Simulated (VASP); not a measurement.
Input of a VASP 6.6.1 run:

The input INCAR:

```
PREC = Accurate
ENCUT = 520
EDIFF = 1E-6
ISMEAR = 0
SIGMA = 0.05
LREAL = False
LASPH = True
NELM = 60
ALGO = Normal
ISIF = 2
LWAVE = False
LCHARG = False
GGA = PS
NBANDS = 17
```

The input KPOINTS:

```
Automatic mesh
0
Gamma
  8 8 8
```

POSCAR

```
SnSe
1.0
    0.0000000000      2.9727546651      2.9727546651
    2.9727546651      0.0000000000      2.9727546651
    2.9727546651      2.9727546651      0.0000000000
Sn Se
1 1
Direct
    0.0000000000      0.0000000000      0.0000000000
    0.4621563120      0.4621563120      0.5378436880
```

Potentials or basis: VASP PAW PBE potentials, release 64 (Sn_d, Se).

Launch:

```bash
$ cat potpaw_PBE.64/Sn_d/POTCAR potpaw_PBE.64/Se/POTCAR > POTCAR
$ mpirun -np 1 vasp_std > vasp.out
```

**Question.** Predict the pressure.

**Answer.** 0.9 GPa.

**Question.** Estimate the largest force.

**Answer.** 0.261 eV/Å.

**Question.** What does it give for the band gap on the k mesh?

**Answer.** 0.81 eV, indirect (least direct gap 0.88 eV).

Stress tensor (GPa, compression positive):
```
0.28 0.00 0.00
0.00 0.28 0.00
0.00 0.00 2.14
```

Caveat: the cell differs from its parent crystal (all Se atoms moved +0.225 Å, as atom 2 towards its neighbour atom 1 (Sn) at 2.973 Å); the PAW data sets were made with another functional, which shifts forces and pressure a little; spin-orbit coupling is left out, which moves the levels of the heavy elements. A k mesh can miss the band edges.
